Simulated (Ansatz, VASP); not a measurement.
**TiSi2 in VASP and in Ansatz**

INCAR

```
SYSTEM = TiSi2
PREC = Accurate
ENCUT = 520
EDIFF = 1E-6
ISMEAR = 0
SIGMA = 0.15
LREAL = .FALSE.
LASPH = .TRUE.
NELM = 100
ALGO = Normal
ISIF = 2
LWAVE = .FALSE.
LCHARG = .TRUE.
GGA = PS
LELF = .TRUE.
LVHAR = .TRUE.
NBANDS = 29
```

Contents of KPOINTS:

```
Automatic mesh
0
G
  14 14 12
  0 0 0
```

File POSCAR:

```
TiSi2
1.0
    1.7564300929     -6.1534396703      0.0000000000
    1.7564300929      6.1534396703      0.0000000000
    0.0000000000      0.0000000000      3.5515074388
Ti Si
2 4
Direct
    0.8975108623      0.1024891377      0.7500000000
    0.1024891377      0.8975108623      0.2500000000
    0.5599809709      0.4400190291      0.7500000000
    0.4400190291      0.5599809709      0.2500000000
    0.2497198722      0.7502801278      0.7500000000
    0.7502801278      0.2497198722      0.2500000000
```

Input for Ansatz:

```yaml
crystal:
  lattice:
    - [1.7564300929, -6.1534396703, 0.0]
    - [1.7564300929, 6.1534396703, 0.0]
    - [0.0, 0.0, 3.5515074388]
  atoms:
    - { symbol: Ti, position: [0.8975108623, 0.1024891377, 0.75] }
    - { symbol: Ti, position: [0.1024891377, 0.8975108623, 0.25] }
    - { symbol: Si, position: [0.5599809709, 0.4400190291, 0.75] }
    - { symbol: Si, position: [0.4400190291, 0.5599809709, 0.25] }
    - { symbol: Si, position: [0.2497198722, 0.7502801278, 0.75] }
    - { symbol: Si, position: [0.7502801278, 0.2497198722, 0.25] }
basis:
  ecutwfc: 520.0
kpoints:
  mp_grid: { grid: [14, 14, 12] }
hamiltonian:
  xc: pbesol
  pseudopotentials: { kind: paw, azcp: { folder: soft_1 } }
scf:
  occupations: { method: gaussian, width: 0.15 }
output:
  forces: true
  stress: true
  eigenvalues: true
```

Change from the starting cell: volume 12.795 Å^3 an atom, stretch along b over the lengths across it, relative to the relaxed cell 0.9230.

Alike in both runs: task single point; functional PBEsol; k mesh 14 × 14 × 12; occupations gaussian, width 0.15 eV; no spin polarisation.

|  | VASP | Ansatz |
| --- | --- | --- |
| version | VASP 6.6.1 | Ansatz 0.2.0 |
| potentials or method | VASP PAW PBE potentials, release 64 (Ti_sv, Si), cutoff 520 eV | scalar-relativistic, plane waves, PAW |
| valence electrons in the cell | 40 | 40 |

```csv
,VASP,Ansatz,Ansatz less VASP
gap on the k mesh at the Fermi level (eV),none,none,-
pressure (GPa),14.1,13.9,-0.15
"traceless stress, the component that is largest in VASP (GPa)",13.75,13.80,+0.049
rms of the force components (eV/Å),0.440,0.440,-0.0006
```

VASP's potentials were made for PBE, not for PBEsol, and Ansatz warns of the same on its side. Atom by atom the forces differ by 0.001 eV/Å (rms over components). A gap of «none» marks a metal or a gap that the smearing closes.
